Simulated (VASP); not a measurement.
Runs of VASP 6.6.1 on Sn. The structure is that of space group Fd-3m (No. 227), or close to it. The cells are those of the table. 

```csv
cell,gap on the mesh (eV),pressure (GPa)
"a = 4.567, b = 4.567, c = 4.590 Å, angles 59.8, 59.8, 60.3°, 2 atoms",none,1.4
"a = 4.613, b = 4.613, c = 4.590 Å, angles 60.2, 60.2, 59.7°, 2 atoms",none,(a)
"a = 4.544, b = 4.544, c = 4.590 Å, angles 59.7, 59.7, 60.7°, 2 atoms",none,1.9
"a = 4.636, b = 4.636, c = 4.590 Å, angles 60.3, 60.3, 59.3°, 2 atoms",none,0.1
```

Alike in all rows: task single point; level PBEsol; potentials or basis VASP PAW PBE potentials, release 64 (Sn_d); no spin polarisation; k mesh 11 × 11 × 11; cutoff (eV) 520; smearing fermi-dirac 0.05 eV.

**Question.** Estimate the missing entries.

**Answer.** (a) 0.5.

Caveats: the PAW data sets were made with another functional, which shifts forces and pressure a little; spin-orbit coupling is left out, which moves the levels of the heavy elements.

A k mesh can miss the band edges, and the runs leave out spin-orbit coupling on Sn.

A gap of «none» marks levels without a gap at the run's occupations.
